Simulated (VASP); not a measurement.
Write the native input for VASP 6.6.1 that does the following.

```
Task                   : relaxation of cell and atoms
Functional             : PBE
Potentials or basis    : VASP PAW PBE potentials, release 64 (Si, N, F)
Cutoff                 : 600 eV
k mesh                 : 6 × 6 × 4
Occupations            : gaussian, width 0.1 eV
Spin                   : collinear spin, ferromagnetic start
Starting moments       : [0.0, 0.0, 1.0, 1.0, 1.0] μB
Dipole correction      : no
Further INCAR settings : ALGO = Normal; EDIFF = 1e-06; IBRION = 2; EDIFFG = -0.04; NSW = 90; ISIF = 3
```

The structure of Si2NF2 lies in POSCAR:

```
Si2NF2
1.0
    3.4747150200      0.0000000000      0.0000000000
   -1.7373575100      3.0091914700      0.0000000000
    0.0000000000      0.0000000000      5.9508334800
Si N F
2 1 2
Direct
    0.3333333300      0.6666666700      0.0000000000
    0.6666666700      0.3333333300      0.0000000000
    0.0000000000      0.0000000000      0.5000000000
    0.0000000000      0.0000000000      0.1326089400
    0.0000000000      0.0000000000      0.8673910600
```

The cell was generated, and may not be a known phase.

The input as run:

INCAR

```
PREC = Accurate
ENCUT = 600
EDIFF = 1E-6
ISMEAR = 0
SIGMA = 0.1
LREAL = False
LASPH = True
NELM = 150
ALGO = Normal
ISIF = 3
LWAVE = False
LCHARG = False
ISPIN = 2
MAGMOM = 0 0 1 1 1
LORBIT = 11
GGA = PE
IBRION = 2
NSW = 90
EDIFFG = -0.04
```

KPOINTS

```
regular mesh
0
Gamma
  6 6 4
```

Potentials or basis: VASP PAW PBE potentials, release 64 (Si, N, F).

The run is started by

```console
$ cat potpaw_PBE.64/Si/POTCAR potpaw_PBE.64/N/POTCAR potpaw_PBE.64/F/POTCAR > POTCAR
$ mpirun -np 1 vasp_std > vasp.out
```

Results of the run:

```json
{"Relaxed volume": "18.85 Å³/atom", "Relaxed cell": "a = 3.948 Å, b = 3.948 Å, c = 6.982 Å, α = 90.00°, β = 90.00°, γ = 120.00°", "Space group after relaxing (to 0.1 Å)": "P6/mmm (No. 191)", "Energy gained by relaxing": "1948.1 meV/atom", "Ionic steps": "20", "Pressure after relaxing": "0.1 GPa", "Net moment": "1.98 μB per cell", "Site moments": "Si -0.00; N +1.29; F +0.06 μB", "Valence electrons inside the program's atomic spheres": "Si 1.64; N 3.23; F 6.00"}
```

Caveat: the volume moved by over 15 % at a fixed basis, so the end points are rough.

Run time: 11 min on 1 thread of Intel(R) Xeon(R) Platinum 8488C (Sapphire Rapids), with other jobs on the host, peak memory 0.24 GiB.
